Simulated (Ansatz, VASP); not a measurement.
NaH6 in VASP and in Ansatz

File INCAR:

```
SYSTEM = NaH6
PREC     = Accurate       ! precision mode
ENCUT    = 970            ! plane-wave cutoff, eV
EDIFF    = 1E-7           ! SCF threshold, eV
ISMEAR   = 0              ! smearing method
SIGMA    = 0.1            ! smearing width, eV
LREAL    = .False.        ! projectors in reciprocal space
LASPH    = .True.         ! aspherical terms in the spheres
NELM     = 120            ! most SCF steps
ALGO     = Normal         ! electronic algorithm
ISIF     = 3              ! what is computed and relaxed
LWAVE    = .False.        ! write WAVECAR
LCHARG   = .False.        ! write CHGCAR
GGA      = PE             ! functional
IBRION   = 2              ! ionic algorithm
NSW      = 100            ! ionic steps
EDIFFG   = -0.01          ! ionic threshold
GGA_COMPAT= .False.      
NELMIN   = 4
```

The input KPOINTS:

```
Automatic mesh
0
Gamma
  10 10 10
  0 0 0
```

The input POSCAR:

```
NaH6
1.0
    3.8345357177      0.0000000000      0.0000000000
    0.0000000000      3.8345357177      0.0000000000
    0.0000000000      0.0000000000      3.8345357177
Na H
1 6
Direct
    0.0000000000      0.0000000000      0.0000000000
    0.1097853453      0.5000000000      0.5000000000
    0.5000000000      0.1097853453      0.5000000000
    0.8902146547      0.5000000000      0.5000000000
    0.5000000000      0.8902146547      0.5000000000
    0.5000000000      0.5000000000      0.1097853453
    0.5000000000      0.5000000000      0.8902146547
```

Input for Ansatz:

```yaml
crystal:
  lattice:
    - [3.8345357177, 0.0, 0.0]
    - [0.0, 3.8345357177, 0.0]
    - [0.0, 0.0, 3.8345357177]
  atoms:
    - { symbol: Na, position: [0.0, 0.0, 0.0] }
    - { symbol: H, position: [0.1097853453, 0.5, 0.5] }
    - { symbol: H, position: [0.5, 0.1097853453, 0.5] }
    - { symbol: H, position: [0.8902146547, 0.5, 0.5] }
    - { symbol: H, position: [0.5, 0.8902146547, 0.5] }
    - { symbol: H, position: [0.5, 0.5, 0.1097853453] }
    - { symbol: H, position: [0.5, 0.5, 0.8902146547] }
basis:
  ecutwfc: 420
kpoints:
  mp_grid: { grid: [10, 10, 10] }
hamiltonian:
  xc: pbe
scf:
  occupations: { method: gaussian, width: 0.1 }
output:
  forces: true
  stress: true
  eigenvalues: true
relax:
  adjacent_minimum: "off"
  f_tol: 0.01
  max_steps: 80
  cell: { stress_tol: 0.05 }
```

Change from the starting cell: species swapped into the YbB6 type (Pm-3m, No. 221).

Alike in both runs: task relaxation of cell and atoms; functional PBE; k mesh 10 × 10 × 10; occupations gaussian, width 0.1 eV; no spin polarisation.

```csv
,VASP,Ansatz
version,VASP 6.6.1,Ansatz 0.2.0
potentials or method,"VASP PAW PBE potentials, release 64 (Na_sv, H), cutoff 970 eV","scalar-relativistic, plane waves, PAW"
valence electrons in the cell,15,15
```

|  | VASP | Ansatz | Ansatz less VASP |
| --- | --- | --- | --- |
| gap on the k mesh at the Fermi level, each at its own relaxed structure (eV) | none | none | - |
| relaxed volume (Å³/atom) | 9.11 | 9.37 | +0.263 |
| relaxed length of the cell vector where the two differ most in proportion (Å) | 3.995 | 4.034 | +0.0381 |

A gap of «none» marks a metal or a gap that the smearing closes.
